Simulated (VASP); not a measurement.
Write the native input for VASP 6.6.1 that does the following.

```yaml
Task: single point
Functional: r2SCAN
Potentials_or_basis: VASP PAW PBE potentials, release 64 (Mo_sv, Si)
Cutoff: 520 eV
k_mesh: 12 × 12 × 12
Occupations: fermi-dirac, width 0.05 eV
Spin: no spin polarisation
Dipole_correction: no
Further_INCAR_settings: ALGO = Normal; EDIFF = 1e-07; NBANDS = 18
```

The system is Si2Mo.

```xyz
3
Lattice="-1.6314 1.6314 4.0076 1.6314 -1.6314 4.0076 1.6314 1.6314 -4.0076" Properties=species:S:1:pos:R:3 pbc="T T T"
Mo    0.0000    0.0000    0.0000
Si    0.0000    0.0000    5.3461
Si    0.0000    0.0000    2.6691
```

These files were run (other wordings do the same):

POSCAR

```
Si2Mo
1.0
   -1.6313805159      1.6313805159      4.0075881985
    1.6313805159     -1.6313805159      4.0075881985
    1.6313805159      1.6313805159     -4.0075881985
Mo Si
1 2
Direct
    0.0000000000      0.0000000000      0.0000000000
    0.6670000000      0.6670000000      0.0000000000
    0.3330000000      0.3330000000      0.0000000000
```

INCAR.step1

```
SYSTEM = Si2Mo
ALGO = Normal
EDIFF = 1E-4
ENCUT = 520
GGA = PE
ISMEAR = -1
LASPH = .TRUE.
LCHARG = .FALSE.
LREAL = .FALSE.
LWAVE = .TRUE.
NBANDS = 18
NELM = 80
PREC = Accurate
SIGMA = 0.05
```

INCAR.step2

```
SYSTEM = Si2Mo
ALGO = Normal
EDIFF = 1E-7
ENCUT = 520
ISIF = 2
ISMEAR = -1
ISTART = 1
LASPH = .TRUE.
LCHARG = .FALSE.
LMIXTAU = .TRUE.
LREAL = .FALSE.
LWAVE = .FALSE.
METAGGA = R2SCAN
NBANDS = 18
NELM = 80
PREC = Accurate
SIGMA = 0.05
```

KPOINTS

```
k-points
0
G
  12 12 12
  0 0 0
```

Potentials or basis: VASP PAW PBE potentials, release 64 (Mo_sv, Si).

Command:

```bash
$ cat potpaw_PBE.64/Mo_sv/POTCAR potpaw_PBE.64/Si/POTCAR > POTCAR
$ cp INCAR.step1 INCAR
$ mpirun -np 1 vasp_std > vasp.out
$ cp INCAR.step2 INCAR
$ mpirun -np 1 vasp_std > vasp.out
```

It gave:

| Item | Value |
| --- | --- |
| Pressure | -12.2 GPa |
| Largest force | 0.447 eV/Å |
| Band gap on the k mesh | zero (band 11 reaches 11.88 eV, above the bottom of band 12 at 10.83 eV) |

Caveat: the PAW data sets were made with another functional, which shifts forces and pressure a little.

It took 17 min on 1 thread of AMD EPYC 7R43 64-Core Processor (Zen 3), on a shared host, peak memory 0.25 GiB.
